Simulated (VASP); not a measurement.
# Zr3Cd2 (P4/mmm) in VASP: notebook, part 3 of 3

VASP 6.6.1. The steps go on from the part before.

### 6 Single point, PBEsol (28.97 Å³/atom)

This run uses another cell than the first one, of 28.97 Å³/atom.

File INCAR:

```
ALGO = Fast
EDIFF = 1E-6
ENCUT = 520
GGA = PS
ISIF = 2
ISMEAR = 0
LASPH = True
LCHARG = True
LELF = True
LREAL = False
LVHAR = True
LWAVE = False
NBANDS = 38
NELM = 60
PREC = Accurate
SIGMA = 0.1
```

File KPOINTS:

```
k-points
0
Gamma
  8 8 8
```

File POSCAR:

```
Zr3Cd2
1.0
    5.4060177064      0.0000000000      0.0000000000
    0.0000000000      4.9562550793      0.0000000000
    0.0000000000      0.0000000000      5.4060177064
Zr Cd
3 2
Direct
    0.0000000000      0.0000000000      0.5000000000
    0.5000000000      0.0000000000      0.0000000000
    0.0000000000      0.0000000000      0.0000000000
    0.5000000000      0.5000000000      0.5000000000
    0.5000000000      0.0000000000      0.5000000000
```

Potentials or basis: VASP PAW PBE potentials, release 64 (Zr_sv, Cd).

Started as:

```console
cat potpaw_PBE.64/Zr_sv/POTCAR potpaw_PBE.64/Cd/POTCAR > POTCAR
mpirun -np 1 vasp_std > vasp.out
```

OUTCAR:

```text
EDIFF = 1E-6
   ENCUT = 520
   GGA = PS
   ISIF = 2
   ISMEAR = 0
   LASPH = True
   LREAL = False
   NELM = 60
   PREC = Accurate

 ion  position               nearest neighbor table
   1  0.000  0.000  0.500-   3 2.70   5 2.70   3 2.70   5 2.70   4 3.67   4 3.67   4 3.67   4 3.67
                             2 3.82   2 3.82   2 3.82   2 3.82
   2  0.500  0.000  0.000-   3 2.70   5 2.70   5 2.70   3 2.70   4 3.67   4 3.67   4 3.67   4 3.67
                             1 3.82   1 3.82   1 3.82   1 3.82
   3  0.000  0.000  0.000-   1 2.70   2 2.70   1 2.70   2 2.70   5 3.82   5 3.82   5 3.82   5 3.82

   4  0.500  0.500  0.500-   5 2.48   5 2.48   1 3.67   2 3.67   1 3.67   2 3.67   2 3.67   2 3.67
                             1 3.67   1 3.67
   5  0.500  0.000  0.500-   4 2.48   4 2.48   1 2.70   2 2.70   2 2.70   1 2.70   3 3.82   3 3.82
                             3 3.82   3 3.82

  LATTYP: Found a simple tetragonal cell.
 ALAT       =     5.4060177064
 C/A-ratio  =     0.9168033381

  Lattice vectors:

 A1 = (  -5.4060177064,   0.0000000000,   0.0000000000)
 A2 = (   0.0000000000,   0.0000000000,   5.4060177064)
 A3 = (   0.0000000000,   4.9562550793,   0.0000000000)

Analysis of symmetry for initial positions (statically):
[... 185 lines left out ...]
 Fermi energy:         4.2091519600

 k-point     1 :       0.0000    0.0000    0.0000
  band No.  band energies     occupation
      1     -44.8419      2.00000
      2     -44.7652      2.00000
      3     -44.1336      2.00000
      4     -23.5926      2.00000
      5     -23.5926      2.00000
      6     -22.9775      2.00000
[... 973 lines left out ...]
     37       6.4499      0.00000
     38       7.1814      0.00000

 [... further k-points ...]

------------------------ aborting loop because EDIFF is reached ----------------------------------------

  FORCE on cell =-STRESS in cart. coord.  units (eV):
  Direction    XX          YY          ZZ          XY          YZ          ZX
  --------------------------------------------------------------------------------------
  -------------------------------------------------------------------------------------
  Total        3.2433202      3.5376678      3.2433202     -0.0000000      0.0000000      0.0000000
  in kB       35.8749941     39.1308289     35.8749941     -0.0000000      0.0000000      0.0000000
  external PRESSURE =      36.9602724 kB  Pullay stress =       0.0000000 kB

 VOLUME and BASIS-vectors are now :
 -----------------------------------------------------------------------------
  energy-cutoff  :      520.00
  volume of cell :      144.85
      direct lattice vectors                 reciprocal lattice vectors
     5.406017706  0.000000000  0.000000000     0.184979046  0.000000000  0.000000000
     0.000000000  4.956255079  0.000000000     0.000000000  0.201765241  0.000000000
     0.000000000  0.000000000  5.406017706     0.000000000  0.000000000  0.184979046

 POSITION                                       TOTAL-FORCE (eV/Angst)
 -----------------------------------------------------------------------------------
      0.00000      0.00000      2.70301         0.000000      0.000000      0.000000
      2.70301      0.00000      0.00000         0.000000      0.000000      0.000000
      0.00000      0.00000      0.00000         0.000000      0.000000      0.000000
      2.70301      2.47813      2.70301         0.000000      0.000000      0.000000
      2.70301      0.00000      2.70301         0.000000      0.000000      0.000000
 -----------------------------------------------------------------------------------
    total drift:                               -0.000000      0.000000     -0.000000

  FREE ENERGIE OF THE ION-ELECTRON SYSTEM (eV)
  ---------------------------------------------------
  free  energy   TOTEN  =       -23.5112833076 eV

  energy  without entropy=      -23.4835498172  energy(sigma->0) =      -23.49741656
```

OSZICAR:

```text
N       E                     dE             d eps       ncg     rms          rms(c)
DAV:   1     0.602942799907E+03    0.60294E+03   -0.31218E+04  5700   0.153E+03
DAV:   2     0.183557946647E+02   -0.58459E+03   -0.57057E+03  6208   0.443E+02
DAV:   3    -0.229383577554E+02   -0.41294E+02   -0.40151E+02  9246   0.981E+01
[... 14 lines left out ...]
RMM:  18    -0.235112777212E+02   -0.40581E-05   -0.41303E-05  7151   0.134E-02    0.177E-03
RMM:  19    -0.235112802451E+02   -0.25239E-05   -0.25111E-05  6796   0.115E-02    0.140E-03
RMM:  20    -0.235112816077E+02   -0.13625E-05   -0.17200E-05  6130   0.926E-03    0.196E-03
RMM:  21    -0.235112826267E+02   -0.10190E-05   -0.11991E-05  5712   0.763E-03    0.271E-03
RMM:  22    -0.235112833076E+02   -0.68091E-06   -0.80829E-06  4778   0.639E-03
   1 F= -.23511283E+02 E0= -.23497417E+02  d E =-.277335E-01
```

stdout:

```text
POSCAR found type information on POSCAR ZrCd
 POSCAR found :  2 types and       5 ions
 scaLAPACK will be used
 -----------------------------------------------------------------------------
|                                                                             |
|                                                                             |
|     You enforced a specific xc type in the INCAR file but a different       |
|     I HOPE YOU KNOW WHAT YOU ARE DOING!                                     |
|                                                                             |
 -----------------------------------------------------------------------------

 LDA part: xc-table for (Slater+PW92), standard interpolation
 POSCAR, INCAR and KPOINTS ok, starting setup
 FFT: planning ... GRIDC
 FFT: planning ... GRID_SOFT
 FFT: planning ... GRID
 WAVECAR not read
 entering main loop
WARNING in EDDRMM: call to ZHEGV failed, returncode =   6  3     28
WARNING in EDDRMM: call to ZHEGV failed, returncode =   8  4     20
WARNING in EDDRMM: call to ZHEGV failed, returncode =   8  4     17
WARNING in EDDRMM: call to ZHEGV failed, returncode =   8  4     19
WARNING in EDDRMM: call to ZHEGV failed, returncode =   8  4     27
WARNING in EDDRMM: call to ZHEGV failed, returncode =   8  4     11
WARNING in EDDRMM: call to ZHEGV failed, returncode =   6  3     19
WARNING in EDDRMM: call to ZHEGV failed, returncode =   8  4     30
WARNING in EDDRMM: call to ZHEGV failed, returncode =   6  3     17
WARNING in EDDRMM: call to ZHEGV failed, returncode =   8  4     11
WARNING in EDDRMM: call to ZHEGV failed, returncode =   6  3     17
WARNING in EDDRMM: call to ZHEGV failed, returncode =   6  3     18
WARNING in EDDRMM: call to ZHEGV failed, returncode =   8  4     34
```

Wall time 6.2 min (1 thread of AMD EPYC 9R45 (Zen 5), shared host); peak memory 0.45 GiB.

What came out:

* Free energy: -23.5113 eV
* Pressure: 3.7 GPa
* Band gap on the k mesh: zero (bands 30 and 31 overlap by 1.09 eV)

Levels at points of the mesh, in eV from the Fermi level:
```
           k point  band 27  band 28  band 29  band 30  band 31  band 32  band 33  band 34
(0.00, 0.00, 0.00)    -1.32    -0.93    -0.93    -0.26    -0.17    -0.17     0.70     1.54
(0.50, 0.00, 0.00)    -1.35    -0.82    -0.50    -0.19     0.37     0.70     1.23     1.23
(0.00, 0.50, 0.00)    -1.70    -1.48    -1.48     0.70     0.89     0.89     1.34     1.34
(0.50, 0.50, 0.00)    -1.14    -1.09    -0.96     0.25     0.48     1.01     1.09     1.21
(0.50, 0.00, 0.50)    -0.54    -0.20    -0.20     0.12     0.82     0.82     0.91     1.00
(0.50, 0.50, 0.50)    -0.73    -0.49    -0.49     0.69     0.84     0.84     1.29     1.57
```

Caveat: the cell stands under pressure; the PAW data sets were made with another functional, which shifts forces and pressure a little.

### 7 The runs side by side

```csv
cell,further INCAR settings,gap on the mesh (eV),pressure (GPa)
"a = 5.481, b = 5.481, c = 5.167 Å, 5 atoms, atomic positions A",ALGO = Fast; EDIFF = 1e-06; NBANDS = 38,none,0.2
"a = 5.501, b = 5.501, c = 5.167 Å, 5 atoms, atomic positions A",ALGO = Fast; EDIFF = 1e-06; NBANDS = 38,none,-0.2
"a = 5.301, b = 4.826 Å, 5 atoms, atomic positions B",ALGO = Fast; EDIFF = 1e-06; NBANDS = 38,none,8.5
"a = 5.354, b = 4.891 Å, 5 atoms, atomic positions B",ALGO = Fast; EDIFF = 1e-07; NBANDS = 38,none,5.9
"a = 5.406, b = 4.956 Å, 5 atoms, atomic positions B",ALGO = Fast; EDIFF = 1e-06; NBANDS = 38,none,3.7
```

Alike in all rows: task single point; level PBEsol; potentials or basis VASP PAW PBE potentials, release 64 (Zr_sv, Cd); no spin polarisation; k mesh 8 × 8 × 8; cutoff (eV) 520; smearing gaussian 0.1 eV.

Caveats: the PAW data sets were made with another functional, which shifts forces and pressure a little; the cell stands under pressure (at least some runs).

Absolute energies hang on the potentials; compare differences alone.
